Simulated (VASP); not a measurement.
Cd2S:

```xyz
3
Lattice="3.7364 0.0000 0.0000 -1.8682 3.2358 0.0000 0.0000 0.0000 6.0003" Properties=species:S:1:pos:R:3 pbc="T T T"
Cd    1.8682    1.0786    3.5239
Cd    0.0000    2.1572    5.7555
S     0.0000    2.1572    1.9842
```

This cell differs from its parent crystal: strained.

Base run:

- Program: VASP 6.6.1
- Functional: PBEsol
- Potentials or basis: VASP PAW PBE potentials, release 64 (Cd, S)
- Cutoff: 520 eV
- k mesh: 12 × 12 × 6
- Occupations: gaussian, width 0.05 eV
- Spin: no spin polarisation

Its results: band gap on the k mesh zero (band 15 reaches 2.03 eV, above the bottom of band 16 at 1.75 eV); pressure 0.9 GPa; largest force 2.942 eV/Å.

Question: The run is repeated on the same cell with these changes: potentials or basis from VASP PAW PBE potentials, release 64 (Cd, S) to VASP PAW PBE potentials, release 64 (Cd_sv_GW, S); cutoff from 520 eV to 540 eV; further incar settings from ALGO = Normal; EDIFF = 1e-06; NBANDS = 22 to ALGO = Normal; EDIFF = 1e-06; NBANDS = 30; valence electrons from 30 to 46. What comes out?

Answer: Band gap on the k mesh zero (band 23 reaches 4.15 eV, above the bottom of band 24 at 3.87 eV); pressure -0.8 GPa; largest force 2.854 eV/Å.

Caveats: the PAW data sets were made with another functional, which shifts forces and pressure a little.
